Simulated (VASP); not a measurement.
Wanted: the native input for a VASP 6.6.1 run.

```
Task                   : single point
Functional             : PBEsol
Potentials or basis    : VASP PAW PBE potentials, release 64 (Hf_pv, Si)
Cutoff                 : 520 eV
k mesh                 : 6 × 10 × 8
Occupations            : gaussian, width 0.15 eV
Spin                   : no spin polarisation
Dipole correction      : no
Further INCAR settings : ALGO = Normal; EDIFF = 1e-07; NBANDS = 38
```

The structure of HfSi lies in POSCAR:

```
HfSi
1.0
    6.6171575704      0.0000000000      0.0000000000
    0.0000000000      3.6468506403      0.0000000000
    0.0000000000      0.0000000000      5.0456915939
Hf Si
4 4
Direct
    0.1755908222      0.2500000000      0.1264896848
    0.3244091778      0.7500000000      0.6264896848
    0.6755908222      0.2500000000      0.3735103152
    0.8244091778      0.7500000000      0.8735103152
    0.0430603597      0.2500000000      0.6402012503
    0.4569396403      0.7500000000      0.1402012503
    0.5430603597      0.2500000000      0.8597987497
    0.9569396403      0.7500000000      0.3597987497
```

This cell differs from its parent crystal: strain -0.030 along x and y, -0.030 along z.

The input as run:

INCAR

```
SYSTEM = HfSi
PREC = Accurate
ENCUT = 520
EDIFF = 1E-7
ISMEAR = 0
SIGMA = 0.15
LREAL = .False.
LASPH = .True.
NELM = 80
ALGO = Normal
ISIF = 2
LWAVE = .False.
LCHARG = .False.
GGA = PS
NBANDS = 38
```

KPOINTS

```
Automatic mesh
0
Gamma
  6 10 8
  0 0 0
```

Potentials or basis: VASP PAW PBE potentials, release 64 (Hf_pv, Si).

Launch:

```bash
$ cat potpaw_PBE.64/Hf_pv/POTCAR potpaw_PBE.64/Si/POTCAR > POTCAR
$ mpirun -np 1 vasp_std > vasp.out
```

Results of the run:

- Pressure: 18.0 GPa
- Largest force: 0.076 eV/Å
- Band gap on the k mesh: zero (band 28 reaches 8.64 eV, above the bottom of band 29 at 8.22 eV)

Caveat: the cell differs from its parent crystal (strain -0.030 along x and y, -0.030 along z); the PAW data sets were made with another functional, which shifts forces and pressure a little; spin-orbit coupling is left out, which moves the levels of the heavy elements.

Wall time 4.9 min on 1 thread of AMD EPYC 9R45 96-Core Processor (Zen 5), on a shared host, peak memory 0.49 GiB.
